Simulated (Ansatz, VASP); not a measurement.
**Two plane-wave programs on BN**

```xyz
2
Lattice="0.0000 1.8130 1.8130 1.8130 0.0000 1.8130 1.8130 1.8130 0.0000" Properties=species:S:1:pos:R:3 pbc="T T T"
B     0.0000    0.0000    0.0000
N     2.7051    2.7339    2.7339
```

Change from the starting cell: all N atoms moved -0.025 Å, as atom 2 towards its neighbour atom 1 (B) at 1.570 Å.

Alike in both runs: task single point; functional r2SCAN; k mesh 12 × 12 × 12; occupations gaussian, width 0.05 eV; no spin polarisation.

```csv
,VASP,Ansatz
version,VASP 6.6.1,Ansatz 0.2.0
potentials or method,"VASP PAW PBE potentials, release 64 (B, N), cutoff 520 eV","scalar-relativistic, plane waves, PAW"
valence electrons in the cell,8,8
```

```csv
,VASP,Ansatz,Ansatz less VASP
gap on the k mesh at the Fermi level (eV),4.70,4.72,+0.020
least direct gap on the mesh (eV),9.04,9.07,+0.031
pressure (GPa),-3.9,-5.0,-1.06
"traceless stress, the component that is largest in VASP (GPa)",-0.05,-0.10,-0.053
rms of the force components (eV/Å),0.322,0.322,-0.0009
```

VASP's potentials were made for PBE, not for r2SCAN. Atom by atom the forces differ by 0.001 eV/Å (rms over components).
